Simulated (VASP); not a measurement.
# TiC (Fm-3m) in VASP: further runs, part 2 of 2

VASP 6.6.1.

### 4 Single point, PBE

This run uses another cell than the first one, of 10.17 Å³/atom, 1.064 times its volume.

Input file INCAR:

```
SYSTEM = TiC
PREC     = Accurate       ! precision mode
ENCUT    = 520            ! plane-wave cutoff, eV
EDIFF    = 1E-6           ! SCF threshold, eV
ISMEAR   = 0              ! smearing method
SIGMA    = 0.1            ! smearing width, eV
LREAL    = .False.        ! projectors in reciprocal space
LASPH    = .True.         ! aspherical terms in the spheres
NELM     = 80             ! most SCF steps
ALGO     = Normal         ! electronic algorithm
ISIF     = 2              ! what is computed and relaxed
LWAVE    = .False.        ! write WAVECAR
LCHARG   = .False.        ! write CHGCAR
GGA      = PE             ! functional
NBANDS   = 15             ! bands
```

Input file KPOINTS:

```
Automatic mesh
0
Gamma
  16 16 16
  0 0 0
```

Input file POSCAR:

```
TiC
1.0
    0.0000000000      2.1664107368      2.1664107368
    2.1664107368      0.0000000000      2.1664107368
    2.1664107368      2.1664107368      0.0000000000
Ti C
1 1
Direct
    0.0000000000      0.0000000000      0.0000000000
    0.5000000000      0.5000000000      0.5000000000
```

Potentials or basis: VASP PAW PBE potentials, release 64 (Ti_sv, C).

Started as:

```
$ cat potpaw_PBE.64/Ti_sv/POTCAR potpaw_PBE.64/C/POTCAR > POTCAR
$ mpirun -np 1 vasp_std > vasp.out
```

OUTCAR:

```text
SYSTEM = TiC
   PREC = Accurate
   ENCUT = 520
   EDIFF = 1E-6
   ISMEAR = 0
   LREAL = .False.
   LASPH = .True.
   NELM = 80
   ISIF = 2
   GGA = PE

 ion  position               nearest neighbor table
   1  0.000  0.000  0.000-   2 2.17   2 2.17   2 2.17   2 2.17   2 2.17   2 2.17
   2  0.500  0.500  0.500-   1 2.17   1 2.17   1 2.17   1 2.17   1 2.17   1 2.17

  LATTYP: Found a face centered cubic cell.
 ALAT       =     4.3328214736

  Lattice vectors:

 A1 = (   0.0000000000,   2.1664107368,   2.1664107368)
 A2 = (   2.1664107368,   0.0000000000,   2.1664107368)
 A3 = (   2.1664107368,   2.1664107368,   0.0000000000)

Analysis of symmetry for initial positions (statically):
=====================================================================
 Subroutine PRICEL returns:
 Original cell was already a primitive cell.

 Routine SETGRP: Setting up the symmetry group for a
 face centered cubic supercell.

 Subroutine GETGRP returns: Found 48 space group operations
 (whereof 48 operations were pure point group operations)
 out of a pool of 48 trial point group operations.

The static configuration has the point symmetry O_h .

Analysis of symmetry for dynamics (positions and initial velocities):
[... 165 lines left out ...]

 k-point     1 :       0.0000    0.0000    0.0000
  band No.  band energies     occupation
      1     -47.1904      2.00000
      2     -23.2150      2.00000
      3     -23.2150      2.00000
      4     -23.2150      2.00000
      5      -2.9914      2.00000
      6      10.0944      0.00000
      7      10.0944      0.00000
      8      10.0944      0.00000
      9      11.0770      0.00000
     10      11.0770      0.00000
     11      11.0770      0.00000
     12      11.1120      0.00000
     13      11.1120      0.00000
     14      19.8692      0.00000
[... 401 lines left out ...]
      2     -23.2614      2.00000
      3     -23.2279      2.00000
      4     -23.2162      2.00000
      5      -2.7585      2.00000
      6       9.1838      1.99724
      7       9.3694      1.28724
      8       9.3767      1.20972
      9      10.2049      0.00000
     10      10.7789      0.00000
     11      11.6660      0.00000
     12      12.2216      0.00000
     13      13.0829      0.00000
     14      20.2771      0.00000
     15      23.4977      0.00000

 [... further k-points ...]
[... 5 lines left out ...]
  --------------------------------------------------------------------------------------
  -------------------------------------------------------------------------------------
  Total        0.0273232      0.0273232      0.0273232      0.0000000      0.0000000     -0.0000000
  in kB        2.1527331      2.1527331      2.1527331      0.0000000      0.0000000     -0.0000000
  external PRESSURE =       2.1527331 kB  Pullay stress =       0.0000000 kB

 VOLUME and BASIS-vectors are now :
 -----------------------------------------------------------------------------
  energy-cutoff  :      520.00
  volume of cell :       20.34
      direct lattice vectors                 reciprocal lattice vectors
     0.000000000  2.166410737  2.166410737    -0.230796493  0.230796493  0.230796493
     2.166410737  0.000000000  2.166410737     0.230796493 -0.230796493  0.230796493
     2.166410737  2.166410737  0.000000000     0.230796493  0.230796493 -0.230796493

 POSITION                                       TOTAL-FORCE (eV/Angst)
 -----------------------------------------------------------------------------------
      0.00000      0.00000      0.00000         0.000000      0.000000     -0.000000
      2.16641      2.16641      2.16641         0.000000     -0.000000      0.000000
 -----------------------------------------------------------------------------------
    total drift:                                0.000000     -0.000000     -0.000000

  FREE ENERGIE OF THE ION-ELECTRON SYSTEM (eV)
  ---------------------------------------------------
  free  energy   TOTEN  =       -18.7095265971 eV

  energy  without entropy=      -18.7074904322  energy(sigma->0) =      -18.70850851
```

Wall time 24 s (1 thread of AMD EPYC 9R45 (Zen 5), shared host); peak memory 0.14 GiB.

Results:

```
Free energy            : -18.7095 eV
Pressure               : 0.2 GPa
Band gap on the k mesh : zero (band 8 reaches 10.09 eV, above the bottom of band 9 at 9.00 eV)
```

### 5 Summary

```tsv
cell	gap on the mesh (eV)	pressure (GPa)
a = 3.001 Å, angles 60.0°, 2 atoms	none	17.7
a = 3.033 Å, angles 60.0°, 2 atoms	none	8.3
a = 3.064 Å, angles 60.0°, 2 atoms	none	0.2
```

Alike in all rows: task single point; level PBE; potentials or basis VASP PAW PBE potentials, release 64 (Ti_sv, C); no spin polarisation; k mesh 16 × 16 × 16; cutoff (eV) 520; smearing gaussian 0.1 eV.

Absolute energies hang on the potentials; compare differences alone.
